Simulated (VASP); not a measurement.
# CdInTe2 (I-42d) in VASP: single point with PBE

Aim: the single point of CdInTe2 with PBE.

All numbers are computed with VASP 6.6.1; they aren't measurements. Logs are shortened: lines on timing, memory, paths and dates and some standing lists are left out, and cuts for length are marked.

### Step 1. The cell of the first run

Symmetry: I-42d, No. 122, tetragonal system. The conventional cell has a = 6.475 Å, b = 6.475 Å, c = 12.695 Å, α = 90.00°, β = 90.00°, γ = 90.00°. Within 3.7 Å of Te (site symmetry 2) lie 2 In at 2.79 Å and 2 Cd at 2.79 Å. In (site symmetry -4) has 4 Te at 2.79 Å within 3.7 Å. Within 3.7 Å of Cd (site symmetry -4) lie 4 Te at 2.79 Å.

### Step 2. Single point, PBE

File INCAR:

```
SYSTEM = CdInTe2
  PREC = Accurate
  ENCUT = 520
  EDIFF = 1E-7
  ISMEAR = -1
  SIGMA = 0.1
  LREAL = .FALSE.
  LASPH = .TRUE.
  NELM = 80
  ALGO = Normal
  ISIF = 2
  LWAVE = .FALSE.
  LCHARG = .FALSE.
  GGA = PE
  NBANDS = 47
```

File KPOINTS:

```
Automatic mesh
0
G
  6 6 6
  0 0 0
```

File POSCAR:

```
CdInTe2
1.0
    0.0000000000      6.4749500000      0.0000000000
    6.4749500000      0.0000000000      0.0000000000
    3.2374750000      3.2374750000     -6.3475940000
Te In Cd
4 2 2
Direct
    0.3750000000      0.3750000000      0.7500000000
    0.6250000000      0.1250000000      0.2500000000
    0.8750000000      0.8750000000      0.7500000000
    0.1250000000      0.6250000000      0.2500000000
    0.5000000000      0.5000000000      0.0000000000
    0.2500000000      0.7500000000      0.5000000000
    0.0000000000      0.0000000000      0.0000000000
    0.7500000000      0.2500000000      0.5000000000
```

Potentials or basis: VASP PAW PBE potentials, release 64 (Te, In_d, Cd).

On the command line:

```console
> cat potpaw_PBE.64/Te/POTCAR potpaw_PBE.64/In_d/POTCAR potpaw_PBE.64/Cd/POTCAR > POTCAR
> mpirun -np 1 vasp_std > vasp.out
```

OUTCAR:

```text
SYSTEM = CdInTe2
   PREC = Accurate
   ENCUT = 520
   EDIFF = 1E-7
   ISMEAR = -1
   LREAL = .FALSE.
   LASPH = .TRUE.
   NELM = 80
   ISIF = 2
   GGA = PE

 ion  position               nearest neighbor table
   1  0.375  0.375  0.750-   5 2.79   6 2.79   7 2.79   8 2.79
   2  0.625  0.125  0.250-   5 2.79   6 2.79   7 2.79   8 2.79
   3  0.875  0.875  0.750-   5 2.79   6 2.79   7 2.79   8 2.79
   4  0.125  0.625  0.250-   5 2.79   6 2.79   7 2.79   8 2.79
   5  0.500  0.500  0.000-   1 2.79   2 2.79   3 2.79   4 2.79
   6  0.250  0.750  0.500-   1 2.79   2 2.79   3 2.79   4 2.79
   7  0.000  0.000  0.000-   1 2.79   2 2.79   3 2.79   4 2.79
   8  0.750  0.250  0.500-   1 2.79   2 2.79   3 2.79   4 2.79

  LATTYP: Found a body centered tetragonal cell.
 ALAT       =     6.4749500000
 C/A-ratio  =     1.9606619356

  Lattice vectors:

 A1 = (  -3.2374750000,   3.2374750000,   6.3475940000)
 A2 = (   3.2374750000,  -3.2374750000,   6.3475940000)
 A3 = (   3.2374750000,   3.2374750000,  -6.3475940000)

Analysis of symmetry for initial positions (statically):
=====================================================================
 Subroutine PRICEL returns:
 Original cell was already a primitive cell.

 Routine SETGRP: Setting up the symmetry group for a
 body centered tetragonal supercell.

 Subroutine GETGRP returns: Found  8 space group operations
 (whereof  4 operations were pure point group operations)
 out of a pool of 16 trial point group operations.

The static configuration has the point symmetry S_4 .
 The point group associated with its full space group is D_2d.

Analysis of symmetry for dynamics (positions and initial velocities):
=====================================================================
 Subroutine PRICEL returns:
 Original cell was already a primitive cell.

 Routine SETGRP: Setting up the symmetry group for a
 body centered tetragonal supercell.

 Subroutine GETGRP returns: Found  8 space group operations
 (whereof  4 operations were pure point group operations)
 out of a pool of 16 trial point group operations.

The dynamic configuration has the point symmetry S_4 .
 The point group associated with its full space group is D_2d.

 Subroutine INISYM returns: Found  8 space group operations
 (whereof  4 operations are pure point group operations),
 and found     1 'primitive' translations

----------------------------------------------------------------------------------------

                                     Primitive cell

  volume of cell :     266.1227

  direct lattice vectors                    reciprocal lattice vectors
     0.000000000  6.474950000  0.000000000     0.000000000  0.154441347  0.078770003
     6.474950000  0.000000000  0.000000000     0.154441347  0.000000000  0.078770003
     3.237475000  3.237475000 -6.347594000     0.000000000  0.000000000 -0.157540006

  length of vectors
     6.474950000  6.474950000  7.826521471     0.173369095  0.173369095  0.157540006

  position of ions in fractional coordinates (direct lattice)
     0.375000000  0.375000000  0.750000000
     0.625000000  0.125000000  0.250000000
     0.875000000  0.875000000  0.750000000
     0.125000000  0.625000000  0.250000000
     0.500000000  0.500000000  0.000000000
     0.250000000  0.750000000  0.500000000
     0.000000000  0.000000000  0.000000000
     0.750000000  0.250000000  0.500000000

  ion indices of the primitive-cell ions
   primitive index   ion index
                 1           1
                 2           2
                 3           3
                 4           4
                 5           5
                 6           6
                 7           7
                 8           8

----------------------------------------------------------------------------------------

 KPOINTS: Automatic mesh

Automatic generation of k-mesh.
 Grid dimensions read from file:
 generate k-points for:    6    6    6

 Generating k-lattice:

  Cartesian coordinates                     Fractional coordinates (reciprocal lattice)
     0.000000000  0.025740225  0.013128334     0.166666667  0.000000000 -0.000000000
     0.025740225  0.000000000  0.013128334     0.000000000  0.166666667 -0.000000000
     0.000000000  0.000000000 -0.026256668     0.000000000  0.000000000  0.166666667

  Length of vectors
     0.028894849  0.028894849  0.026256668

  Shift w.r.t. Gamma in fractional coordinates (k-lattice)
     0.000000000  0.000000000  0.000000000

 Subroutine IBZKPT returns following result:
 ===========================================

 Found     30 irreducible k-points:

 Following reciprocal coordinates:
            Coordinates               Weight
  0.000000  0.000000  0.000000      1.000000
  0.166667  0.000000 -0.000000      8.000000
  0.333333  0.000000 -0.000000      8.000000
  0.500000  0.000000 -0.000000      4.000000
  0.166667  0.166667 -0.000000      8.000000
  0.333333  0.166667 -0.000000     16.000000
[... 16 lines left out ...]
 -0.333333 -0.333333  0.166667      4.000000
 -0.166667 -0.333333  0.166667     16.000000
 [... further k-points ...]
   k-points           NKPTS =     30   k-points in BZ     NKDIM =     30   number of bands    NBANDS=     47
   number of dos      NEDOS =    301   number of ions     NIONS =      8
   total plane-waves  NPLWV = 138240
   dimension x,y,z NGX =    48 NGY =   48 NGZ =   60
   dimension x,y,z NGXF=    96 NGYF=   96 NGZF=  120
   ions per type =               4   2   2
   NGX,Y,Z   is equivalent  to a cutoff of  12.32, 12.32, 12.74 a.u.
   NGXF,Y,Z  is equivalent  to a cutoff of  24.65, 24.65, 25.49 a.u.
 SYSTEM =  CdInTe2
   PREC   = accura    normal or accurate (medium, high low for compatibility)
   ISTART =      0    job   : 0-new  1-cont  2-samecut
   ICHARG =      2    charge: 1-file 2-atom 10-const
   ISPIN  =      1    spin polarized calculation?
   LNONCOLLINEAR =      F non collinear calculations
   LSORBIT =      F    spin-orbit coupling
   LASPH  =      T    aspherical Exc in radial PAW
   ENCUT  =  520.0 eV  38.22 Ry    6.18 a.u.  12.04 12.04 14.55*2*pi/ulx,y,z
   NELM   =     80;   NELMIN=  2; NELMDL= -5     # of ELM steps
   EDIFF  = 0.1E-06   stopping-criterion for ELM
   LREAL  =      F    real-space projection
   EDIFFG = 0.1E-05   stopping-criterion for IOM
   NSW    =      0    number of steps for IOM
   IBRION =     -1    ionic relax: 0-MD 1-quasi-New 2-CG
   NFREE  =      0    steps in history (QN), initial steepest desc. (CG)
   ISIF   =      2    stress and relaxation
   ISYM   =      2    0-nonsym 1-usesym 2-fastsym
   POTIM  = 0.5000    time-step for ionic-motion
   TEBEG  =    0.0;   TEEND  =   0.0 temperature during run
   PSTRESS=    0.0 pullay stress
   NELECT =      74.0000    total number of electrons
   NUPDOWN=      -1.0000    fix difference up-down
   EMIN   =  10.00;   EMAX   =-10.00  energy-range for DOS
   EFERMI =   0.00;   METHOD = LEGACY
   ISMEAR =    -1;   SIGMA  =   0.10  broadening in eV -4-tet -1-fermi 0-gaus
   EFERMI_NEDOS =   21; number of points for ismear=-14 and -15
   IALGO  =     38    algorithm
   IMIX   =      4    mixing-type and parameters
     AMIX     =   0.40;   BMIX     =  1.00
     AMIX_MAG =   1.60;   BMIX_MAG =  1.00
  volume/ion in A,a.u.               =      33.27       224.49
  Fermi-wavevector in a.u.,A,eV,Ry     =   1.068542  2.019251 15.534874  1.141781
  Thomas-Fermi vector in A             =   2.204193
   LORBIT       =      0    0 simple, 1 ext, 2 COOP (PROOUT), +10 PAW based schemes
   GGA     = PE    functional components
   LHFCALC =     F    Hartree Fock is set to
   AEXX    =    0.0000 exact exchange contribution
   IVDW    =     0    specifies the selected vdW correction
   LEPSILON=     F    determine dielectric tensor
   LRPA    =     F    only Hartree local field effects (RPA)
 non-spin polarized calculation
  energy-cutoff  :      520.00
  volume of cell :      266.12
 maximum number of plane-waves:      7195
   NGX = 25   NGY = 25   NGZ = 29

 number of electron      73.9999994 magnetization

 Free energy of the ion-electron system (eV)
  ---------------------------------------------------
  ext. energy  EPLUGINS =         0.00000000
  ---------------------------------------------------
  free energy    TOTEN  =       -20.17911136 eV

  energy without entropy =      -20.04957561  energy(sigma->0) =      -20.11434348

 E-fermi :   5.5613     XC(G=0):  -8.7534

 val. band max:        5.5446394286   @ k =   0.0000   0.0000   0.3333
 cond. band min:       5.5706661858   @ k =  -0.3333   0.0000   0.1667
 fundamental gap:      0.0260267572
 Fermi energy:         5.5613223985

 k-point     1 :       0.0000    0.0000    0.0000
  band No.  band energies     occupation
      1     -10.2893      2.00000
      2     -10.2893      2.00000
      3     -10.2837      2.00000
      4     -10.1910      2.00000
      5     -10.1856      2.00000
      6     -10.1856      2.00000
[... 39 lines left out ...]
     46       8.1014      0.00000
     47       8.9406      0.00000

 k-point     2 :       0.1667    0.0000   -0.0000
  band No.  band energies     occupation
      1     -10.2910      2.00000
      2     -10.2872      2.00000
      3     -10.2818      2.00000
      4     -10.1942      2.00000
      5     -10.1888      2.00000
      6     -10.1844      2.00000
[... 39 lines left out ...]
     46       8.2653      0.00000
     47       8.8116      0.00000

 k-point     3 :       0.3333    0.0000   -0.0000
  band No.  band energies     occupation
      1     -10.2937      2.00000
      2     -10.2862      2.00000
      3     -10.2736      2.00000
      4     -10.2059      2.00000
      5     -10.1905      2.00000
      6     -10.1827      2.00000
[... 39 lines left out ...]
     46       8.5662      0.00000
     47       8.8503      0.00000

 k-point     4 :       0.5000    0.0000   -0.0000
  band No.  band energies     occupation
      1     -10.2949      2.00000
      2     -10.2864      2.00000
      3     -10.2674      2.00000
      4     -10.2137      2.00000
      5     -10.1907      2.00000
      6     -10.1821      2.00000
[... 939 lines left out ...]
     46       8.6557      0.00000
     47       8.8826      0.00000

 k-point    23 :      -0.3333   -0.3333    0.1667
  band No.  band energies     occupation
      1     -10.2921      2.00000
      2     -10.2921      2.00000
      3     -10.2415      2.00000
      4     -10.2415      2.00000
      5     -10.1864      2.00000
      6     -10.1864      2.00000
[... 39 lines left out ...]
     46       8.4978      0.00000
     47       8.6501      0.00000

 k-point    24 :      -0.1667   -0.3333    0.1667
  band No.  band energies     occupation
      1     -10.2948      2.00000
      2     -10.2902      2.00000
      3     -10.2537      2.00000
      4     -10.2286      2.00000
      5     -10.1865      2.00000
      6     -10.1822      2.00000
[... 39 lines left out ...]
     46       8.7918      0.00000
     47       8.9973      0.00000

 [... further k-points ...]

------------------------ aborting loop because EDIFF is reached ----------------------------------------

  FORCE on cell =-STRESS in cart. coord.  units (eV):
  Direction    XX          YY          ZZ          XY          YZ          ZX
  --------------------------------------------------------------------------------------
  -------------------------------------------------------------------------------------
  Total       13.3821367     13.3821367     13.6652978      0.0000000     -0.0000000      0.0000000
  in kB       80.5664200     80.5664200     82.2711759      0.0000000     -0.0000000      0.0000000
  external PRESSURE =      81.1346720 kB  Pullay stress =       0.0000000 kB

 VOLUME and BASIS-vectors are now :
 -----------------------------------------------------------------------------
  energy-cutoff  :      520.00
  volume of cell :      266.12
      direct lattice vectors                 reciprocal lattice vectors
     0.000000000  6.474950000  0.000000000     0.000000000  0.154441347  0.078770003
     6.474950000  0.000000000  0.000000000     0.154441347  0.000000000  0.078770003
     3.237475000  3.237475000 -6.347594000     0.000000000  0.000000000 -0.157540006

 POSITION                                       TOTAL-FORCE (eV/Angst)
 -----------------------------------------------------------------------------------
      4.85621      4.85621     -4.76070        -0.604871     -0.000000      0.000000
      1.61874      4.85621     -1.58690         0.000000      0.604871      0.000000
      8.09369      8.09369     -4.76070         0.604871     -0.000000      0.000000
      4.85621      1.61874     -1.58690         0.000000     -0.604871      0.000000
      3.23747      3.23747      0.00000         0.000000     -0.000000      0.000000
      6.47495      3.23747     -3.17380         0.000000      0.000000      0.000000
      0.00000      0.00000      0.00000         0.000000      0.000000      0.000000
      3.23747      6.47495     -3.17380         0.000000     -0.000000      0.000000
 -----------------------------------------------------------------------------------
    total drift:                                0.000010      0.000010      0.000006

  FREE ENERGIE OF THE ION-ELECTRON SYSTEM (eV)
  ---------------------------------------------------
  free  energy   TOTEN  =       -20.1791113582 eV

  energy  without entropy=      -20.0495756080  energy(sigma->0) =      -20.11434348
```

It took 5.2 min on 1 thread of Intel Xeon Platinum 8488C (Sapphire Rapids), shared host; peak memory 0.59 GiB.

What came out:

```
Free energy            : -20.1791 eV
Pressure               : 8.1 GPa
Largest force          : 0.605 eV/Å
Band gap on the k mesh : zero (bands 37 and 38 overlap by 1.09 eV)
```

Forces on the atoms (eV/Å):
```
Te  -0.605  0.000  0.000
Te   0.000  0.605  0.000
Te   0.605  0.000  0.000
Te   0.000 -0.605  0.000
In   0.000  0.000  0.000
In   0.000  0.000  0.000
Cd   0.000  0.000  0.000
Cd   0.000  0.000  0.000
```

Stress tensor (GPa, compression positive):
```
8.06 0.00 0.00
0.00 8.06 0.00
0.00 0.00 8.23
```

Levels at points of the mesh, in eV from the Fermi level:
```
           k point  band 35  band 36  band 37  band 38  band 39  band 40
(0.00, 0.00, 0.00)    -2.25    -2.18    -1.79     0.02     0.14     1.92
(0.50, 0.00, 0.00)    -3.17    -2.94     0.29     0.67     1.23     1.39
(0.50, 0.50, 0.00)    -2.87    -2.87    -0.81    -0.81     0.69     0.69
(0.00, 0.00, 0.50)    -3.32    -3.32    -0.09    -0.09     0.21     0.21
```

Caveat: the cell stands under pressure; spin-orbit coupling is left out, which moves the levels of the heavy elements.
